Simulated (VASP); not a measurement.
# GaAs: single point with LDA

Crystal: GaAs.

```
Ga As
1.0
     3.26623    0.00000    0.00000
     0.00000    3.26623    0.00000
     0.00000    0.00000    3.26623
Ga As
1 1
Direct
  0.00000 0.00000 0.00000
  0.50000 0.50000 0.50000
```

```json
{
  "Program": "VASP 6.6.1",
  "Task": "single point",
  "Functional": "LDA",
  "Potentials or basis": "VASP PAW LDA potentials, release 64 (Ga_d, As)",
  "Cutoff": "520 eV",
  "k mesh": "7 × 7 × 7",
  "Occupations": "gaussian, width 0.02 eV",
  "Spin": "no spin polarisation"
}
```

```json
{
 "Pressure": "0.2 GPa",
 "Band gap on the k mesh": "zero (band 9 reaches 8.09 eV, above the bottom of band 10 at 4.59 eV)"
}
```

Levels at points of the mesh, in eV from the Fermi level:
```tsv
k point	band 5	band 6	band 7	band 8	band 9	band 10	band 11	band 12	band 13	band 14
(0.00, 0.00, 0.00)	-14.83	-14.16	-1.83	-0.76	-0.76	-0.76	4.79	4.79	10.40	10.40
```

Wall time 3.9 s on 1 thread of Intel(R) Xeon(R) Platinum 8124M CPU @ 3.00GHz (Skylake/Cascade Lake), with other jobs on the host, peak memory 0.13 GiB.
